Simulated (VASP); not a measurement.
Here is a VASP 6.6.1 calculation.

The input INCAR:

```
SYSTEM = Co
PREC = Accurate
ENCUT = 520
EDIFF = 1E-7
ISMEAR = -1
SIGMA = 0.1
LREAL = .False.
LASPH = .True.
NELM = 150
ALGO = Normal
ISIF = 2
LWAVE = .False.
LCHARG = .True.
ISPIN = 2
MAGMOM = 2 -2
LORBIT = 11
LMAXMIX = 4
GGA = PE
LELF = .True.
LVHAR = .True.
NBANDS = 20
```

File KPOINTS:

```
regular mesh
0
Gamma
  12 12 7
  0 0 0
```

POSCAR

```
Co
1.0
    2.5074000000      0.0000000000      0.0000000000
   -1.2537000000      2.1714720000      0.0000000000
    0.0000000000      0.0000000000      4.0699000000
Co
2
Direct
    0.3333333333      0.6666666667      0.2500000000
    0.6666666667      0.3333333333      0.7500000000
```

Potentials or basis: VASP PAW PBE potentials, release 64 (Co).

Launch:

```bash
$ cat potpaw_PBE.64/Co/POTCAR > POTCAR
$ mpirun -np 1 vasp_std > vasp.out
```

Q: What does it give for the site moments?

A: Co +0.94, -0.94 μB.

Q: Predict the net moment.

A: 0.00 μB per cell.

Stress tensor (GPa, compression positive):
```
-10.54   0.00   0.00
  0.00 -10.54   0.00
  0.00   0.00  -9.67
```
